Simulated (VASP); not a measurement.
HgTe, 2 atoms in the cell. The structure is tetragonal, space group I-4m2 (No. 119). Conventional cell: a = 6.132 Å, b = 6.132 Å, c = 3.139 Å, α = 90.00°, β = 90.00°, γ = 90.00°. Hg (site symmetry -4m2) has 2 Hg at 3.14 Å and 8 Te at 3.16 to 3.87 Å within 4.1 Å. Te (site symmetry -4m2) has 2 Te at 3.14 Å and 8 Hg at 3.16 to 3.87 Å within 4.1 Å. 

| Property | Result |
| --- | --- |
| Program | VASP 6.6.1 |
| Task | single point |
| Functional | LDA |
| Potentials or basis | VASP PAW LDA potentials, release 64 (Hg, Te) |
| Cutoff | 520 eV |
| k mesh | 8 × 8 × 8 |
| Occupations | fermi-dirac, width 0.1 eV |
| Spin | no spin polarisation |
| Dipole correction | no |
| Further INCAR settings | ALGO = Normal; EDIFF = 1e-06; NBANDS = 16 |

Potentials or basis: VASP PAW LDA potentials, release 64 (Hg, Te).

Run with:

```sh
$ cat potpaw_LDA.64/Hg/POTCAR potpaw_LDA.64/Te/POTCAR > POTCAR
$ mpirun -np 1 vasp_std > vasp.out
```

Hardware: 1 thread of Intel Xeon 8259CL, with other jobs on the host.

How long does it take, and how much memory?

Wall time 87 s on 1 thread of Intel Xeon 8259CL (shared host), peak memory 0.21 GiB. Counts: scf iterations 12, k points 59.
